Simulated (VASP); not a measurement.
Set up this calculation in VASP 6.6.1, as the native input.

* Task: single point
* Functional: r2SCAN
* Potentials or basis: VASP PAW PBE potentials, release 64 (I)
* Cutoff: 520 eV
* k mesh: 8 × 8 × 8
* Occupations: gaussian, width 0.005 eV
* Spin: non-collinear spin, zero start, spin-orbit coupling
* Starting moments: [[0.0, 0.0, 0.0]] μB
* Dipole correction: no
* Further INCAR settings: ALGO = Normal; EDIFF = 1e-06; NBANDS = 18

Crystal: I.

```xyz
1
Lattice="0.0000 2.3656 3.9098 2.1922 0.0000 3.9098 2.1922 2.3656 0.0000" Properties=species:S:1:pos:R:3 pbc="T T T"
I     0.0000    0.0000    0.0000
```

One way to write it, as run:

POSCAR

```
I
1.0
    0.0000000000      2.3656004428      3.9098401324
    2.1922454667      0.0000000000      3.9098401324
    2.1922454667      2.3656004428      0.0000000000
I
1
Direct
    0.0000000000      0.0000000000      0.0000000000
```

INCAR.step1

```
SYSTEM = I
PREC = Accurate
ENCUT = 520
ISMEAR = 0
SIGMA = 0.005
LREAL = .False.
LASPH = .True.
NELM = 150
LNONCOLLINEAR = .True.
MAGMOM = 0 0 0
LSORBIT = .True.
GGA_COMPAT = .False.
NBANDS = 18
GGA = PE
ALGO = Normal
EDIFF = 1E-4
LWAVE = .True.
LCHARG = .False.
```

INCAR.step2

```
SYSTEM = I
PREC = Accurate
ENCUT = 520
EDIFF = 1E-6
ISMEAR = 0
SIGMA = 0.005
LREAL = .False.
LASPH = .True.
NELM = 150
ALGO = Normal
ISIF = 2
LWAVE = .False.
LCHARG = .False.
LNONCOLLINEAR = .True.
MAGMOM = 0 0 0
LORBIT = 11
LSORBIT = .True.
GGA_COMPAT = .False.
LORBMOM = .True.
METAGGA = R2SCAN
LMIXTAU = .True.
NBANDS = 18
ISTART = 1
```

KPOINTS

```
Automatic mesh
0
Gamma
  8 8 8
  0 0 0
```

Potentials or basis: VASP PAW PBE potentials, release 64 (I).

Run with:

```console
$ cat potpaw_PBE.64/I/POTCAR > POTCAR
$ cp INCAR.step1 INCAR
$ mpirun -np 1 vasp_ncl > vasp.out
$ cp INCAR.step2 INCAR
$ mpirun -np 1 vasp_ncl > vasp.out
```

Results of the run:

```yaml
Pressure: 0.4 GPa
Net_moment: 0.00 μB per cell
Valence_electrons_inside_the_program's_atomic_spheres: I 4.22
```

Caveat: the PAW data sets were made with another functional, which shifts forces and pressure a little.

Run time: 8.3 min on 1 thread of Intel(R) Xeon(R) Platinum 8488C (Sapphire Rapids) (shared host), peak memory 0.4 GiB.
